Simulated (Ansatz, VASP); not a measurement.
## One calculation of Te, two programs

```
Te
1.0
    -1.39350    1.39350    1.39350
     1.39350   -1.39350    1.39350
     1.39350    1.39350   -1.39350
Te
1
Direct
  0.00000 0.00000 0.00000
```

Change from the starting cell: volume scaled by 0.4, LAPW.

Alike in both runs: task single point; functional PBEsol; k mesh 15 × 15 × 15; occupations fermi-dirac, width 0.05 eV; no spin polarisation.

|  | VASP | Ansatz |
| --- | --- | --- |
| version | VASP 6.6.1 | Ansatz 0.2.0 |
| potentials or method | VASP PAW PBE potentials, release 64 (Te), cutoff 520 eV | all-electron LAPW, scalar-relativistic |

|  | VASP | Ansatz | Ansatz less VASP |
| --- | --- | --- | --- |
| pressure (GPa) | 492.7 | 477.8 | -14.95 |

VASP's potentials were made for PBE, not for PBEsol. Both programs put the cell under a high pressure, so it lies far from rest at this level. Ansatz ran all-electron here, and VASP with PAW potentials.

Spin-orbit coupling is off throughout. Noted on VASP's run: the cell as given lies far from equilibrium.
